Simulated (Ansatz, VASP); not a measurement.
One calculation of ZrB, two programs

```
CELL_PARAMETERS angstrom
0.00000 2.41539 2.68108
2.58446 0.00000 2.68108
2.58446 2.41539 0.00000
ATOMIC_POSITIONS crystal
Zr 0.00000 0.00000 0.00000
B 0.50000 0.50000 0.50000
```

Change from the starting cell: normal strain along x +0.0700, normal strain along z +0.1100.

Alike in both runs: task single point; functional LDA; k mesh 16 × 16 × 16; occupations gaussian, width 0.15 eV; no spin polarisation.

```csv
,VASP,Ansatz
version,VASP 6.6.1,Ansatz 0.2.0
potentials or method,"VASP PAW LDA potentials, release 64 (Zr_sv, B), cutoff 520 eV","scalar-relativistic, plane waves, PAW"
valence electrons in the cell,15,15
```

|  | VASP | Ansatz | Ansatz less VASP |
| --- | --- | --- | --- |
| gap on the k mesh at the Fermi level (eV) | none | none | - |
| pressure (GPa) | -19.7 | -19.9 | -0.20 |
| traceless stress, the component that is largest in VASP (GPa) | 10.42 | 10.35 | -0.076 |

LDA's correlation is that of Perdew and Zunger in VASP and of Perdew and Wang (1992) in Ansatz. A gap of «none» marks a metal or a gap that the smearing closes.
